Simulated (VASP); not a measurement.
Runs of VASP 6.6.1 on C. The structure is that of space group Fmmm (No. 69), or close to it. The cells are those of the table. 

```csv
cell,gap on the mesh (eV),pressure (GPa),largest force (eV/Å)
"a = 2.387, b = 2.387, c = 7.378 Å, angles 90.0, 90.0, 121.2°, 4 atoms",-,(a),0.52
"a = 2.401, b = 2.401, c = 7.378 Å, angles 90.0, 90.0, 120.0°, 4 atoms",none,20.7,-
"a = 2.488, b = 2.488, c = 7.378 Å, angles 90.0, 90.0, 117.7°, 4 atoms",-,-14.8,0.37
"a = 2.330, b = 2.330, c = 7.378 Å, angles 90.0, 90.0, 121.2°, 4 atoms",-,60.4,0.72
"a = 2.301, b = 2.301, c = 7.378 Å, angles 90.0, 90.0, 118.8°, 4 atoms",-,60.4,0.78
"a = 2.286, b = 2.286, c = 7.378 Å, angles 90.0, 90.0, 120.0°, 4 atoms",none,76.3,-
"a = 2.377, b = 2.377, c = 7.378 Å, angles 90.0, 90.0, 112.8°, 4 atoms",-,7.5,2.58
"a = 2.516, b = 2.516, c = 7.378 Å, angles 90.0, 90.0, 120.0°, 4 atoms",none,(b),-
```

Alike in all rows: task single point; level PBEsol; potentials or basis VASP PAW PBE potentials, release 64 (C); no spin polarisation; k mesh 18 × 18 × 6; cutoff (eV) 520; smearing gaussian 0.15 eV.

Problem. Estimate the missing entries.

Solution. (a) 32.7; (b) -15.4.

Caveats: this functional lacks dispersion, which binds layers or chains, so the pressure and a relaxed spacing across them are unreliable; the PAW data sets were made with another functional, which shifts forces and pressure a little; the stress differs along the axes, from -0 to 105 GPa (at least some runs); the stress differs along the axes, from -0 to 61 GPa (at least some runs); the stress differs along the axes, from -0 to 31 GPa (at least some runs); the stress differs along the axes, from -39 to -0 GPa (at least some runs); the stress differs along the axes, from -0 to 115 GPa (at least some runs).

A gap of «none» marks levels without a gap at the run's occupations.
